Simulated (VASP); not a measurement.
# Ga4AsP3 (Amm2) in VASP: relaxation of cell and atoms with PBE

Aim: the relaxation of cell and atoms of Ga4AsP3 with PBE.

Everything below comes from runs of VASP 6.6.1. Logs are shortened: lines on timing, memory, paths and dates and some standing lists are left out, and cuts for length are marked.

### Step 1. The cell of the first run

The structure is orthorhombic, space group Amm2 (No. 38). The conventional cell has a = 3.824 Å, b = 7.648 Å, c = 10.816 Å, α = 90.00°, β = 90.00°, γ = 90.00°. Ga (site symmetry mm2) has 2 P at 2.34 Å and 2 As at 2.34 Å within 3.1 Å. Within 3.1 Å of Ga (site symmetry m) lie 3 P at 2.34 Å and 1 As at 2.34 Å. Within 3.1 Å of Ga (site symmetry mm2) lie 4 P at 2.34 Å. Within 3.1 Å of P (site symmetry m) lie 4 Ga at 2.34 Å. P (site symmetry mm2) has 4 Ga at 2.34 Å within 3.1 Å. Within 3.1 Å of As (site symmetry mm2) lie 4 Ga at 2.34 Å.

### Step 2. Relaxation of cell and atoms, PBE

File INCAR:

```
PREC = Accurate
ENCUT = 600
EDIFF = 1E-6
ISMEAR = 0
SIGMA = 0.1
LREAL = False
LASPH = True
NELM = 60
ALGO = Normal
ISIF = 3
LWAVE = False
LCHARG = False
GGA = PE
IBRION = 2
NSW = 90
EDIFFG = -0.04
```

File KPOINTS:

```
Automatic mesh
0
Gamma
  4 4 4
```

File POSCAR:

```
Ga4AsP3
1.0
    3.8240508600      0.0000000000      0.0000000000
    0.0000000000      3.8240508600      5.4080245900
    0.0000000000     -3.8240508600      5.4080245900
Ga P As
4 3 1
Direct
    0.0000000000      0.0000000000      0.0000000000
    0.5000000000      0.5000000000      0.0000000000
    0.5000000000      0.0000000000      0.5000000000
    0.0000000000      0.5000000000      0.5000000000
    0.0000000000      0.6250000000      0.1250000000
    0.0000000000      0.1250000000      0.6250000000
    0.5000000000      0.6250000000      0.6250000000
    0.5000000000      0.1250000000      0.1250000000
```

Potentials or basis: VASP PAW PBE potentials, release 64 (Ga_d, P, As).

Run with:

```console
$ cat potpaw_PBE.64/Ga_d/POTCAR potpaw_PBE.64/P/POTCAR potpaw_PBE.64/As/POTCAR > POTCAR
$ mpirun -np 1 vasp_std > vasp.out
```

OUTCAR:

```text
PREC = Accurate
   ENCUT = 600
   EDIFF = 1E-6
   ISMEAR = 0
   LREAL = False
   LASPH = True
   NELM = 60
   ISIF = 3
   GGA = PE
   IBRION = 2
   NSW = 90
   EDIFFG = -0.04

 ion  position               nearest neighbor table
   1  0.000  0.000  0.000-   5 2.34   6 2.34   8 2.34   8 2.34
   2  0.500  0.500  0.000-   5 2.34   7 2.34   8 2.34   5 2.34
   3  0.500  0.000  0.500-   6 2.34   7 2.34   8 2.34   6 2.34
   4  0.000  0.500  0.500-   5 2.34   6 2.34   7 2.34   7 2.34
   5  0.000  0.625  0.125-   1 2.34   2 2.34   4 2.34   2 2.34
   6  0.000  0.125  0.625-   1 2.34   3 2.34   4 2.34   3 2.34
   7  0.500  0.625  0.625-   2 2.34   3 2.34   4 2.34   4 2.34
   8  0.500  0.125  0.125-   1 2.34   2 2.34   3 2.34   1 2.34

  LATTYP: Found a base centered orthorhombic cell.
 ALAT       =     7.6481017200
 B/A-ratio  =     1.4142135625
 C/A-ratio  =     0.5000000000

  Lattice vectors:

 A1 = (   0.0000000000,   3.8240508600,  -5.4080245900)
 A2 = (   0.0000000000,   3.8240508600,   5.4080245900)
 A3 = (   3.8240508600,   0.0000000000,   0.0000000000)

Analysis of symmetry for initial positions (statically):
=====================================================================
 Subroutine PRICEL returns:
 Original cell was already a primitive cell.

 Routine SETGRP: Setting up the symmetry group for a
 base centered orthorhombic supercell.

 Subroutine GETGRP returns: Found  4 space group operations
 (whereof  4 operations were pure point group operations)
 out of a pool of  8 trial point group operations.

The static configuration has the point symmetry C_2v.

Analysis of symmetry for dynamics (positions and initial velocities):
=====================================================================
 Subroutine PRICEL returns:
 Original cell was already a primitive cell.

 Routine SETGRP: Setting up the symmetry group for a
 base centered orthorhombic supercell.

 Subroutine GETGRP returns: Found  4 space group operations
 (whereof  4 operations were pure point group operations)
 out of a pool of  8 trial point group operations.

The dynamic configuration has the point symmetry C_2v.

 Subroutine INISYM returns: Found  4 space group operations
 (whereof  4 operations are pure point group operations),
 and found     1 'primitive' translations

----------------------------------------------------------------------------------------

                                     Primitive cell

  volume of cell :     158.1670

  direct lattice vectors                    reciprocal lattice vectors
     3.824050860  0.000000000  0.000000000     0.261502798  0.000000000  0.000000000
     0.000000000  3.824050860  5.408024590     0.000000000  0.130751399  0.092455201
     0.000000000 -3.824050860  5.408024590     0.000000000 -0.130751399  0.092455201

  length of vectors
     3.824050860  6.623450381  6.623450381     0.261502798  0.160137105  0.160137105

  position of ions in fractional coordinates (direct lattice)
     0.000000000  0.000000000  0.000000000
     0.500000000  0.500000000  1.000000000
     0.500000000  1.000000000  0.500000000
     0.000000000  0.500000000  0.500000000
     0.000000000  0.625000000  0.125000000
     0.000000000  0.125000000  0.625000000
     0.500000000  0.625000000  0.625000000
     0.500000000  0.125000000  0.125000000

  ion indices of the primitive-cell ions
   primitive index   ion index
                 1           1
                 2           2
                 3           3
                 4           4
                 5           5
                 6           6
                 7           7
                 8           8

----------------------------------------------------------------------------------------

 KPOINTS: Automatic mesh

Automatic generation of k-mesh.
 Grid dimensions read from file:
 generate k-points for:    4    4    4

 Generating k-lattice:

  Cartesian coordinates                     Fractional coordinates (reciprocal lattice)
     0.065375700  0.000000000  0.000000000     0.250000000  0.000000000  0.000000000
     0.000000000  0.032687850  0.023113800     0.000000000  0.250000000 -0.000000000
     0.000000000 -0.032687850  0.023113800     0.000000000 -0.000000000  0.250000000

  Length of vectors
     0.065375700  0.040034276  0.040034276

  Shift w.r.t. Gamma in fractional coordinates (k-lattice)
     0.000000000  0.000000000  0.000000000

 Subroutine IBZKPT returns following result:
 ===========================================

 Found     21 irreducible k-points:

 Following reciprocal coordinates:
            Coordinates               Weight
  0.000000  0.000000  0.000000      1.000000
  0.250000  0.000000  0.000000      2.000000
  0.500000  0.000000  0.000000      1.000000
  0.000000  0.250000  0.000000      4.000000
  0.250000  0.250000  0.000000      8.000000
  0.500000  0.250000  0.000000      4.000000
[... 13 lines left out ...]
  0.250000  0.500000  0.500000      2.000000
  0.500000  0.500000  0.500000      1.000000
   k-points           NKPTS =     21   k-points in BZ     NKDIM =     21   number of bands    NBANDS=     43
   number of dos      NEDOS =    301   number of ions     NIONS =      8
   total plane-waves  NPLWV =  93312
   dimension x,y,z NGX =    32 NGY =   54 NGZ =   54
   dimension x,y,z NGXF=    64 NGYF=  108 NGZF=  108
   ions per type =               4   3   1
   NGX,Y,Z   is equivalent  to a cutoff of  13.91, 13.55, 13.55 a.u.
   NGXF,Y,Z  is equivalent  to a cutoff of  27.82, 27.11, 27.11 a.u.
 SYSTEM =  unknown system
   PREC   = accura    normal or accurate (medium, high low for compatibility)
   ISTART =      0    job   : 0-new  1-cont  2-samecut
   ICHARG =      2    charge: 1-file 2-atom 10-const
   ISPIN  =      1    spin polarized calculation?
   LNONCOLLINEAR =      F non collinear calculations
   LSORBIT =      F    spin-orbit coupling
   LASPH  =      T    aspherical Exc in radial PAW
   ENCUT  =  600.0 eV  44.10 Ry    6.64 a.u.   7.64 13.23 13.23*2*pi/ulx,y,z
   NELM   =     60;   NELMIN=  2; NELMDL= -5     # of ELM steps
   EDIFF  = 0.1E-05   stopping-criterion for ELM
   LREAL  =      F    real-space projection
   EDIFFG = -.4E-01   stopping-criterion for IOM
   NSW    =     90    number of steps for IOM
   IBRION =      2    ionic relax: 0-MD 1-quasi-New 2-CG
   NFREE  =      1    steps in history (QN), initial steepest desc. (CG)
   ISIF   =      3    stress and relaxation
   ISYM   =      2    0-nonsym 1-usesym 2-fastsym
   POTIM  = 0.5000    time-step for ionic-motion
   TEBEG  =    0.0;   TEEND  =   0.0 temperature during run
   PSTRESS=    0.0 pullay stress
   NELECT =      72.0000    total number of electrons
   NUPDOWN=      -1.0000    fix difference up-down
   EMIN   =  10.00;   EMAX   =-10.00  energy-range for DOS
   EFERMI =   0.00;   METHOD = LEGACY
   ISMEAR =     0;   SIGMA  =   0.10  broadening in eV -4-tet -1-fermi 0-gaus
   EFERMI_NEDOS =   21; number of points for ismear=-14 and -15
   IALGO  =     38    algorithm
   IMIX   =      4    mixing-type and parameters
     AMIX     =   0.40;   BMIX     =  1.00
     AMIX_MAG =   1.60;   BMIX_MAG =  1.00
  volume/ion in A,a.u.               =      19.77       133.42
  Fermi-wavevector in a.u.,A,eV,Ry     =   1.259352  2.379829 21.578384  1.585967
  Thomas-Fermi vector in A             =   2.392916
   LORBIT       =      0    0 simple, 1 ext, 2 COOP (PROOUT), +10 PAW based schemes
   GGA     = PE    functional components
   LHFCALC =     F    Hartree Fock is set to
   AEXX    =    0.0000 exact exchange contribution
   IVDW    =     0    specifies the selected vdW correction
   LEPSILON=     F    determine dielectric tensor
   LRPA    =     F    only Hartree local field effects (RPA)
 conjugate gradient relaxation of ions
 non-spin polarized calculation
 Gauss-broadening in eV      SIGMA  =   0.10
  energy-cutoff  :      600.00
  volume of cell :      158.17
 maximum number of plane-waves:      5314
 NGX is ok and might be reduce to    32
   NGX = 15   NGY = 27   NGZ = 27

--------------------------------------- Ionic step        1  -------------------------------------------

 number of electron      71.9999976 magnetization

 Free energy of the ion-electron system (eV)
  ---------------------------------------------------
  ext. energy  EPLUGINS =         0.00000000
  ---------------------------------------------------
  free energy    TOTEN  =       -35.10442331 eV

  energy without entropy =      -35.10442331  energy(sigma->0) =      -35.10442331

 E-fermi :   5.4669     XC(G=0): -10.0021

 val. band max:        5.0083443688   @ k =   0.0000   0.0000   0.0000
 cond. band min:       6.4920494367   @ k =   0.5000   0.5000   0.5000
 fundamental gap:      1.4837050680
 Fermi energy:         5.4669357475

 k-point     1 :       0.0000    0.0000    0.0000
  band No.  band energies     occupation
      1      -9.9053      2.00000
      2      -9.8230      2.00000
      3      -9.8187      2.00000
      4      -9.7552      2.00000
      5      -9.7465      2.00000
      6      -9.7391      2.00000
[... 2076 lines left out ...]
 POSITION                                       TOTAL-FORCE (eV/Angst)
 -----------------------------------------------------------------------------------
      0.00000      0.00000     11.06290         0.000000      0.000000     -0.102585
      1.97589     -1.93412      8.35431         0.000000      0.091462      0.054671
      1.97589      1.93412      8.35431         0.000000     -0.091462      0.054671
      0.00000      0.00000      5.55596         0.000000      0.000000      0.032449
      0.00000      1.96855      4.16521         0.000000     -0.017160     -0.014588
      0.00000     -1.96855      4.16521         0.000000      0.017160     -0.014588
      1.97589      0.00000      6.94343         0.000000      0.000000     -0.019130
      1.97589      0.00000      1.38767         0.000000      0.000000      0.009101
 -----------------------------------------------------------------------------------
    total drift:                                0.000000      0.000000     -0.002417

  FREE ENERGIE OF THE ION-ELECTRON SYSTEM (eV)
  ---------------------------------------------------
  free  energy   TOTEN  =       -35.4851134261 eV

  energy  without entropy=      -35.4851134261  energy(sigma->0) =      -35.48511343

--------------------------------------- Ionic step        5  -------------------------------------------

 number of electron      71.9999985 magnetization

 Free energy of the ion-electron system (eV)
  ---------------------------------------------------
  ext. energy  EPLUGINS =         0.00000000
  ---------------------------------------------------
  free energy    TOTEN  =       -35.48655606 eV

  energy without entropy =      -35.48655606  energy(sigma->0) =      -35.48655606

 E-fermi :   4.6263     XC(G=0):  -9.6086

 val. band max:        4.1714023576   @ k =   0.0000   0.0000   0.0000
 cond. band min:       5.2858564271   @ k =   0.0000   0.0000   0.0000
 fundamental gap:      1.1144540695
 Fermi energy:         4.6262914665

 k-point     1 :       0.0000    0.0000    0.0000
  band No.  band energies     occupation
      1     -10.5758      2.00000
      2     -10.5492      2.00000
      3     -10.5194      2.00000
      4     -10.5002      2.00000
      5     -10.4713      2.00000
      6     -10.4539      2.00000
[... 977 lines left out ...]
 POSITION                                       TOTAL-FORCE (eV/Angst)
 -----------------------------------------------------------------------------------
      0.00000      0.00000     11.04286         0.000000      0.000000      0.000664
      1.97607     -1.92757      8.34854         0.000000      0.018593      0.003182
      1.97607      1.92757      8.34854         0.000000     -0.018593      0.003182
      0.00000      0.00000      5.55055         0.000000      0.000000      0.028320
      0.00000      1.96757      4.16001         0.000000     -0.025337     -0.013389
      0.00000     -1.96757      4.16001         0.000000      0.025337     -0.013389
      1.97607      0.00000      6.93509         0.000000      0.000000     -0.021349
      1.97607      0.00000      1.38606         0.000000      0.000000      0.012777
 -----------------------------------------------------------------------------------
    total drift:                                0.000000     -0.000000     -0.002337

  FREE ENERGIE OF THE ION-ELECTRON SYSTEM (eV)
  ---------------------------------------------------
  free  energy   TOTEN  =       -35.4865560583 eV

  energy  without entropy=      -35.4865560583  energy(sigma->0) =      -35.48655606

 reached required accuracy - stopping structural energy minimisation
```

It took 6.6 min on 1 thread of AMD EPYC 9R45 (Zen 5), shared host; peak memory 0.37 GiB.

What came out:

```
Free energy                           : -35.4866 eV
Relaxed volume                        : 21.56 Å³/atom
Relaxed cell                          : a = 3.952 Å, b = 6.800 Å, c = 6.800 Å, α = 70.66°, β = 90.00°, γ = 90.00°
Space group after relaxing (to 0.1 Å) : Amm2 (No. 38)
Energy gained by relaxing             : 47.8 meV/atom
Ionic steps                           : 5
Pressure after relaxing               : 0.0 GPa
Largest force after relaxing          : 0.029 eV/Å
Band gap on the k mesh                : 1.11 eV
```

Forces in eV/Å, atoms in the order of the input:
```
Ga   0.000  0.000  0.001
Ga   0.000  0.019  0.003
Ga   0.000 -0.019  0.003
Ga   0.000  0.000  0.028
P    0.000 -0.025 -0.013
P    0.000  0.025 -0.013
P    0.000  0.000 -0.021
As   0.000  0.000  0.013
```

The path:
| step | energy change (eV) | largest force (eV/Å) | pressure (GPa) | volume (Å³) |
| --- | --- | --- | --- | --- |
| 1 | 0.0000 | 0.9401 | 7.78 | 158.17 |
| 2 | -0.2917 | 0.0901 | -3.13 | 181.18 |
| 3 | -0.3717 | 0.3051 | -0.23 | 173.23 |
| 4 | -0.3807 | 0.1066 | -0.05 | 172.72 |
| 5 | -0.3821 | 0.0287 | 0.03 | 172.46 |

Final structure:
```
CELL_PARAMETERS angstrom
3.95215 0.00000 0.00000
0.00000 3.93272 5.54796
0.00000 -3.93272 5.54796
ATOMIC_POSITIONS crystal
Ga 0.00000 0.99522 0.99522
Ga 0.50000 0.50733 0.99747
Ga 0.50000 0.99747 0.50733
Ga 0.00000 0.50023 0.50023
P 0.00000 0.62507 0.12476
P 0.00000 0.12476 0.62507
P 0.50000 0.62501 0.62501
As 0.50000 0.12492 0.12492
```

A k mesh can miss the band edges.
